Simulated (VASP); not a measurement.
# Rh (P6_3/mmc) in VASP: further runs, part 2 of 2

VASP 6.6.1. Earlier steps stand in the parts before.

### 4 Single point, revPBE (13.14 Å³/atom)

This run uses another cell than the first one, of 13.14 Å³/atom.

INCAR

```
PREC     = Accurate       # precision mode
ENCUT    = 520            # plane-wave cutoff, eV
EDIFF    = 1E-7           # SCF threshold, eV
ISMEAR   = -1             # smearing method
SIGMA    = 0.1            # smearing width, eV
LREAL    = False          # projectors in reciprocal space
LASPH    = True           # aspherical terms in the spheres
NELM     = 100            # most SCF steps
ALGO     = Normal         # electronic algorithm
ISIF     = 2              # what is computed and relaxed
LWAVE    = False          # write WAVECAR
LCHARG   = True           # write CHGCAR
GGA      = RE             # functional
LELF     = True           # ELF
LVHAR    = True         
NBANDS   = 38             # bands
```

KPOINTS

```
Automatic mesh
0
Gamma
  15 15 4
```

POSCAR

```
Rh
1.0
    2.6498452055      0.0000000000      0.0000000000
   -1.3249226027      2.2948332641      0.0000000000
    0.0000000000      0.0000000000      8.6414007512
Rh
4
Direct
    0.0000000000      0.0000000000      0.0000000000
    1.0000000000      0.0000000000      0.5000000000
    0.3333333333      0.6666666667      0.2500000000
    0.6666666667      0.3333333333      0.7500000000
```

The run is started by

```console
$ cat potpaw_PBE.64/Rh_pv/POTCAR > POTCAR
$ mpirun -np 1 vasp_std > vasp.out
```

It took 4 min on 1 thread of Intel Xeon 8259CL, shared host; peak memory 0.24 GiB.

It converged, with:

```
Free energy            : -26.6958 eV
Pressure               : 25.0 GPa
Band gap on the k mesh : zero (bands 30 and 31 overlap by 1.98 eV)
```

Stress tensor (GPa, compression positive):
```
24.91  0.00  0.00
 0.00 24.91  0.00
 0.00  0.00 25.23
```

Levels at points of the mesh, in eV from the Fermi level:
| k point | band 28 | band 29 | band 30 | band 31 | band 32 | band 33 |
| --- | --- | --- | --- | --- | --- | --- |
| (0.00, 0.00, 0.00) | -1.55 | -1.55 | -0.92 | -0.92 | -0.37 | -0.37 |
| (0.00, 0.00, 0.50) | -1.22 | -1.22 | -1.22 | -1.18 | -1.18 | 0.09 |

Caveat: the cell stands under pressure; the PAW data sets were made with another functional, which shifts forces and pressure a little.

### 5 Single point, revPBE (13.71 Å³/atom)

This run uses another cell than the first one, of 13.71 Å³/atom.

INCAR

```
SYSTEM = Rh
  PREC = Accurate
  ENCUT = 520
  EDIFF = 1E-7
  ISMEAR = -1
  SIGMA = 0.1
  LREAL = .FALSE.
  LASPH = .TRUE.
  NELM = 100
  ALGO = Normal
  ISIF = 2
  LWAVE = .FALSE.
  LCHARG = .FALSE.
  GGA = RE
  NBANDS = 38
```

KPOINTS

```
Automatic mesh
0
G
  15 15 4
  0 0 0
```

POSCAR

```
Rh
1.0
    2.6877052521      0.0000000000      0.0000000000
   -1.3438526260      2.3276210262      0.0000000000
    0.0000000000      0.0000000000      8.7648660142
Rh
4
Direct
    0.0000000000      0.0000000000      0.0000000000
    1.0000000000      0.0000000000      0.5000000000
    0.3333333333      0.6666666667      0.2500000000
    0.6666666667      0.3333333333      0.7500000000
```

The run is started by

```console
$ cat potpaw_PBE.64/Rh_pv/POTCAR > POTCAR
$ mpirun -np 1 vasp_std > vasp.out
```

It took 4.5 min on 1 thread of Intel Xeon 8259CL, shared host; peak memory 0.25 GiB.

The run converged. Its results:

* Free energy: -26.9503 eV
* Pressure: 11.0 GPa
* Band gap on the k mesh: zero (bands 30 and 31 overlap by 1.87 eV)

Stress tensor (GPa, compression positive):
```
11.01  0.00  0.00
 0.00 11.01  0.00
 0.00  0.00 11.12
```

Levels at points of the mesh, in eV from the Fermi level:
```tsv
k point	band 26	band 27	band 28	band 29	band 30	band 31	band 32	band 33	band 34	band 35
(0.00, 0.00, 0.00)	-2.63	-2.63	-1.45	-1.45	-0.86	-0.86	-0.35	-0.35	0.43	0.43
(0.00, 0.00, 0.50)	-2.86	-1.14	-1.14	-1.14	-1.14	-1.10	-1.10	0.08	0.08	0.08
```

Caveat: the cell stands under pressure; the PAW data sets were made with another functional, which shifts forces and pressure a little.

### 6 Single point, revPBE (14.28 Å³/atom)

INCAR

```
PREC = Accurate
ENCUT = 520
EDIFF = 1E-6
ISMEAR = -1
SIGMA = 0.1
LREAL = F
LASPH = T
NELM = 80
ALGO = Normal
ISIF = 2
LWAVE = F
LCHARG = F
GGA = RE
NBANDS = 38
```

KPOINTS

```
Automatic mesh
0
Gamma
  15 15 4
```

POSCAR

```
Rh
1.0
    2.7245277080      0.0000000000      0.0000000000
   -1.3622638540      2.3595102085      0.0000000000
    0.0000000000      0.0000000000      8.8849475937
Rh
4
Direct
    0.0000000000      0.0000000000      0.0000000000
    1.0000000000      0.0000000000      0.5000000000
    0.3333333333      0.6666666667      0.2500000000
    0.6666666667      0.3333333333      0.7500000000
```

Potentials or basis: VASP PAW PBE potentials, release 64 (Rh_pv).

The run is started by

```console
$ cat potpaw_PBE.64/Rh_pv/POTCAR > POTCAR
$ mpirun -np 1 vasp_std > vasp.out
```

It took 3.8 min on 1 thread of Intel Xeon 8259CL, shared host; peak memory 0.25 GiB.

The run converged. Its results:

```yaml
Free_energy: -27.0283 eV
Pressure: 0.1 GPa
Band_gap_on_the_k_mesh: zero (bands 30 and 31 overlap by 1.77 eV)
```

Levels at points of the mesh, in eV from the Fermi level:
```
           k point  band 28  band 29  band 30  band 31  band 32  band 33
(0.00, 0.00, 0.00)    -1.36    -1.36    -0.80    -0.80    -0.33    -0.33
(0.00, 0.00, 0.50)    -1.07    -1.07    -1.07    -1.02    -1.02     0.07
```

Caveat: the PAW data sets were made with another functional, which shifts forces and pressure a little.

### 7 Single point, revPBE (14.85 Å³/atom)

This run uses another cell than the first one, of 14.85 Å³/atom.

INCAR

```
  ALGO = Normal
  EDIFF = 1E-6
  ENCUT = 520
  GGA = RE
  ISIF = 2
  ISMEAR = -1
  LASPH = T
  LCHARG = F
  LREAL = F
  LWAVE = F
  NBANDS = 38
  NELM = 80
  PREC = Accurate
  SIGMA = 0.1
```

KPOINTS

```
k-points
0
Gamma
  15 15 4
```

POSCAR

```
Rh
1.0
    2.7603808683      0.0000000000      0.0000000000
   -1.3801904341      2.3905599561      0.0000000000
    0.0000000000      0.0000000000      9.0018682070
Rh
4
Direct
    0.0000000000      0.0000000000      0.0000000000
    1.0000000000      0.0000000000      0.5000000000
    0.3333333333      0.6666666667      0.2500000000
    0.6666666667      0.3333333333      0.7500000000
```

Potentials or basis: VASP PAW PBE potentials, release 64 (Rh_pv).

The run is started by

```console
$ cat potpaw_PBE.64/Rh_pv/POTCAR > POTCAR
$ mpirun -np 1 vasp_std > vasp.out
```

OUTCAR:

```text
EDIFF = 1E-6
   ENCUT = 520
   GGA = RE
   ISIF = 2
   ISMEAR = -1
   LASPH = T
   LREAL = F
   NELM = 80
   PREC = Accurate

 ion  position               nearest neighbor table
   1  0.000  0.000  0.000-   3 2.76   4 2.76   4 2.76   3 2.76   4 2.76   3 2.76
   2  0.000  0.000  0.500-   3 2.76   4 2.76   4 2.76   3 2.76   4 2.76   3 2.76
   3  0.333  0.667  0.250-   1 2.76   2 2.76   1 2.76   2 2.76   1 2.76   2 2.76
   4  0.667  0.333  0.750-   1 2.76   2 2.76   1 2.76   2 2.76   1 2.76   2 2.76

  LATTYP: Found a hexagonal cell.
 ALAT       =     2.7603808683
 C/A-ratio  =     3.2610964343

  Lattice vectors:

 A1 = (   2.7603808683,   0.0000000000,   0.0000000000)
 A2 = (  -1.3801904341,   2.3905599561,   0.0000000000)
 A3 = (   0.0000000000,   0.0000000000,   9.0018682070)

Analysis of symmetry for initial positions (statically):
=====================================================================
 Subroutine PRICEL returns:
 Original cell was already a primitive cell.

 Routine SETGRP: Setting up the symmetry group for a
 hexagonal supercell.

 Subroutine GETGRP returns: Found 24 space group operations
 (whereof 12 operations were pure point group operations)
 out of a pool of 24 trial point group operations.

The static configuration has the point symmetry D_3d.
 The point group associated with its full space group is D_6h.

Analysis of symmetry for dynamics (positions and initial velocities):
=====================================================================
 Subroutine PRICEL returns:
 Original cell was already a primitive cell.

 Routine SETGRP: Setting up the symmetry group for a
 hexagonal supercell.

 Subroutine GETGRP returns: Found 24 space group operations
 (whereof 12 operations were pure point group operations)
 out of a pool of 24 trial point group operations.

The dynamic configuration has the point symmetry D_3d.
[... 115 lines left out ...]
   NELECT =      60.0000    total number of electrons
   NUPDOWN=      -1.0000    fix difference up-down
   EMIN   =  10.00;   EMAX   =-10.00  energy-range for DOS
   EFERMI =   0.00;   METHOD = LEGACY
   ISMEAR =    -1;   SIGMA  =   0.10  broadening in eV -4-tet -1-fermi 0-gaus
   EFERMI_NEDOS =   21; number of points for ismear=-14 and -15
   IALGO  =     38    algorithm
   IMIX   =      4    mixing-type and parameters
     AMIX     =   0.40;   BMIX     =  1.00
     AMIX_MAG =   1.60;   BMIX_MAG =  1.00
  volume/ion in A,a.u.               =      14.85       100.22
  Fermi-wavevector in a.u.,A,eV,Ry     =   1.642574  3.104014 36.709168  2.698048
  Thomas-Fermi vector in A             =   2.732853
   LORBIT       =      0    0 simple, 1 ext, 2 COOP (PROOUT), +10 PAW based schemes
   GGA     = RE    functional components
   LHFCALC =     F    Hartree Fock is set to
   AEXX    =    0.0000 exact exchange contribution
   IVDW    =     0    specifies the selected vdW correction
   LEPSILON=     F    determine dielectric tensor
   LRPA    =     F    only Hartree local field effects (RPA)
 non-spin polarized calculation
  energy-cutoff  :      520.00
  volume of cell :       59.40
 maximum number of plane-waves:      1616
 NGX is ok and might be reduce to    24
   NGX = 11   NGY = 11   NGZ = 33

 number of electron      60.0000030 magnetization

 Free energy of the ion-electron system (eV)
  ---------------------------------------------------
  ext. energy  EPLUGINS =         0.00000000
  ---------------------------------------------------
  free energy    TOTEN  =       -26.96877851 eV

  energy without entropy =      -26.74853876  energy(sigma->0) =      -26.85865864

 E-fermi :  10.6211     XC(G=0): -13.4645

 val. band max:       10.6167541132   @ k =   0.1333   0.1333   0.0000
 cond. band min:      10.6234660319   @ k =   0.3333   0.2000   0.5000
 fundamental gap:      0.0067119187
 Fermi energy:        10.6211159003

 k-point     1 :       0.0000    0.0000    0.0000
  band No.  band energies     occupation
      1     -36.1896      2.00000
      2     -35.9149      2.00000
      3     -35.9125      2.00000
      4     -35.7098      2.00000
      5     -35.7098      2.00000
      6     -35.6770      2.00000
[... 973 lines left out ...]
     37      19.2771      0.00000
     38      19.2975      0.00000

 [... further k-points ...]
[... 5 lines left out ...]
  --------------------------------------------------------------------------------------
  -------------------------------------------------------------------------------------
  Total       -3.0833570     -3.0833570     -3.1248791     -0.0000000      0.0000000     -0.0000000
  in kB      -83.1635637    -83.1635637    -84.2834873     -0.0000000      0.0000000     -0.0000000
  external PRESSURE =     -83.5368716 kB  Pullay stress =       0.0000000 kB

 VOLUME and BASIS-vectors are now :
 -----------------------------------------------------------------------------
  energy-cutoff  :      520.00
  volume of cell :       59.40
      direct lattice vectors                 reciprocal lattice vectors
     2.760380868  0.000000000  0.000000000     0.362268849  0.209156017  0.000000000
    -1.380190434  2.390559956  0.000000000     0.000000000  0.418312035  0.000000000
     0.000000000  0.000000000  9.001868207     0.000000000  0.000000000  0.111088052

 POSITION                                       TOTAL-FORCE (eV/Angst)
 -----------------------------------------------------------------------------------
      0.00000      0.00000      0.00000        -0.000000     -0.000000     -0.000000
      0.00000      0.00000      4.50093        -0.000000     -0.000000     -0.000000
     -0.00000      1.59371      2.25047        -0.000000     -0.000000     -0.000000
      1.38019      0.79685      6.75140         0.000000      0.000000      0.000000
 -----------------------------------------------------------------------------------
    total drift:                               -0.000000      0.000000      0.000000

  FREE ENERGIE OF THE ION-ELECTRON SYSTEM (eV)
  ---------------------------------------------------
  free  energy   TOTEN  =       -26.9687785138 eV

  energy  without entropy=      -26.7485387592  energy(sigma->0) =      -26.85865864
```

OSZICAR:

```text
N       E                     dE             d eps       ncg     rms          rms(c)
DAV:   1     0.763010499431E+03    0.76301E+03   -0.36983E+04  6300   0.181E+03
DAV:   2    -0.423895114248E+01   -0.76725E+03   -0.74616E+03  6508   0.564E+02
DAV:   3    -0.285517269993E+02   -0.24313E+02   -0.23622E+02  6812   0.109E+02
DAV:   4    -0.287898734686E+02   -0.23815E+00   -0.23788E+00  6786   0.109E+01
DAV:   5    -0.287939434562E+02   -0.40700E-02   -0.40699E-02  6804   0.145E+00    0.164E+01
DAV:   6    -0.270141746762E+02    0.17798E+01   -0.59369E+00  6588   0.182E+01    0.565E+00
DAV:   7    -0.269909982321E+02    0.23176E-01   -0.16080E-01  6684   0.354E+00    0.295E+00
DAV:   8    -0.270912630879E+02   -0.10026E+00   -0.77124E-01  6576   0.850E+00    0.376E+00
DAV:   9    -0.269686632095E+02    0.12260E+00   -0.43457E-01  6534   0.493E+00    0.410E-01
DAV:  10    -0.269688123687E+02   -0.14916E-03   -0.60269E-03  6522   0.551E-01    0.828E-02
DAV:  11    -0.269687831305E+02    0.29238E-04   -0.93235E-05  7078   0.905E-02    0.426E-02
DAV:  12    -0.269687785092E+02    0.46212E-05   -0.20295E-05  6564   0.402E-02    0.665E-03
DAV:  13    -0.269687785138E+02   -0.46148E-08   -0.12767E-06  3806   0.961E-03
   1 F= -.26968779E+02 E0= -.26858659E+02  d E =-.220240E+00
```

stdout:

```text
POSCAR found type information on POSCAR Rh
 POSCAR found :  1 types and       4 ions
 scaLAPACK will be used
 -----------------------------------------------------------------------------
|                                                                             |
|                                                                             |
|     You enforced a specific xc type in the INCAR file but a different       |
|     I HOPE YOU KNOW WHAT YOU ARE DOING!                                     |
|                                                                             |
 -----------------------------------------------------------------------------

 LDA part: xc-table for (Slater+PW92), standard interpolation
 POSCAR, INCAR and KPOINTS ok, starting setup
 FFT: planning ... GRIDC
 FFT: planning ... GRID_SOFT
 FFT: planning ... GRID
 WAVECAR not read
 entering main loop
```

Run time: 4.2 min. Hardware: 1 thread of Intel Xeon 8259CL, shared host; peak memory 0.27 GiB.

Results:

```yaml
Free_energy: -26.9688 eV
Pressure: -8.4 GPa
Band_gap_on_the_k_mesh: zero (bands 30 and 31 overlap by 1.67 eV)
```

Caveat: the cell stands under tension; the PAW data sets were made with another functional, which shifts forces and pressure a little.

### 8 The runs side by side

```csv
cell,k mesh,gap on the mesh (eV),pressure (GPa)
"a = 2.725, b = 2.725, c = 8.885 Å, angles 90.0, 90.0, 120.0°, 4 atoms",13 × 13 × 4,none,0.2
"a = 2.611, b = 2.611, c = 8.514 Å, angles 90.0, 90.0, 120.0°, 4 atoms",15 × 15 × 4,none,42.9
"a = 2.650, b = 2.650, c = 8.641 Å, angles 90.0, 90.0, 120.0°, 4 atoms",15 × 15 × 4,none,25.0
"a = 2.688, b = 2.688, c = 8.765 Å, angles 90.0, 90.0, 120.0°, 4 atoms",15 × 15 × 4,none,11.0
"a = 2.725, b = 2.725, c = 8.885 Å, angles 90.0, 90.0, 120.0°, 4 atoms",15 × 15 × 4,none,0.1
"a = 2.760, b = 2.760, c = 9.002 Å, angles 90.0, 90.0, 120.0°, 4 atoms",15 × 15 × 4,none,-8.4
```

Alike in all rows: task single point; level revPBE; potentials or basis VASP PAW PBE potentials, release 64 (Rh_pv); no spin polarisation; cutoff (eV) 520; smearing fermi-dirac 0.1 eV.

Caveats: the PAW data sets were made with another functional, which shifts forces and pressure a little; the cell stands under pressure (at least some runs); the cell stands under tension (at least some runs).

Absolute energies hang on the potentials; compare differences alone.
